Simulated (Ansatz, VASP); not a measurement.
# Two plane-wave programs on BAs

```xyz
2
Lattice="0.0000 2.3919 2.3919 2.3919 0.0000 2.3919 2.3919 2.3919 0.0000" Properties=species:S:1:pos:R:3 pbc="T T T"
B     0.0000    0.0000    0.0000
As    1.1959    1.1959    1.1959
```

Alike in both runs: task single point; functional PBE; k mesh 10 × 10 × 10; occupations fermi-dirac, width 0.02 eV; non-collinear spin, spin-orbit coupling.

|  | VASP | Ansatz |
| --- | --- | --- |
| version | VASP 6.6.1 | Ansatz 0.2.0 |
| potentials or method | VASP PAW PBE potentials, release 64 (B, As) | plane waves, PAW |
| plane-wave cutoff (eV) | 520 | 420 |
| valence electrons in the cell | 8 | 18 |

VASP gave:

- pressure (GPa): 2.8
- net moment per atom (μB): 0.00

Question: Estimate Ansatz's values.

Answer: Pressure (GPa): 2.2; net moment per atom (μB): 0.00.

VASP's potentials hold 8 valence electrons a cell and Ansatz's 18, so a difference there can come from the potentials and not from the codes.
